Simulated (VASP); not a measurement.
# BP: single point with PBEsol

BP:

```
B P
1.0
     2.70805    0.00000    0.00000
     0.00000    2.70805    0.00000
     0.00000    0.00000    2.70805
B P
1 1
Cartesian
  0.0000 0.0000 0.0000
  1.3540 1.3540 1.3540
```

```json
{
  "Program": "VASP 6.6.1",
  "Task": "single point",
  "Functional": "PBEsol",
  "Potentials or basis": "VASP PAW PBE potentials, release 64 (B, P)",
  "Cutoff": "500 eV",
  "k mesh": "6 × 6 × 6",
  "Occupations": "fermi-dirac, width 0.001 eV",
  "Spin": "no spin polarisation"
}
```

```json
{"Pressure": "0.6 GPa", "Band gap on the k mesh": "zero (band 4 reaches 13.07 eV, above the bottom of band 5 at 7.02 eV)"}
```

Levels at points of the mesh, in eV from the Fermi level:
| k point | band 1 | band 2 | band 3 | band 4 | band 5 | band 6 | band 7 | band 8 | band 9 |
| --- | --- | --- | --- | --- | --- | --- | --- | --- | --- |
| (0.00, 0.00, 0.00) | -17.36 | -1.20 | -1.20 | -1.20 | 2.23 | 4.22 | 4.22 | 10.88 | 10.88 |
| (0.50, 0.00, 0.00) | -13.65 | -11.64 | 2.78 | 2.78 | 3.37 | 3.37 | 5.06 | 6.26 | 7.33 |
| (0.50, 0.50, 0.00) | -9.42 | -8.29 | -8.29 | -6.19 | 5.04 | 5.51 | 8.34 | 8.34 | 11.62 |
| (0.50, 0.50, 0.50) | -5.62 | -3.90 | -3.90 | -3.90 | -3.27 | -3.27 | -3.27 | -1.61 | 20.95 |

Wall time 8.8 s on 1 thread of AMD EPYC 7R43 64-Core Processor (Zen 3), with other jobs on the host, peak memory 0.08 GiB.

Caveat: the k points lie up to 0.39 Å⁻¹ apart; the PAW data sets were made with another functional, which shifts forces and pressure a little.
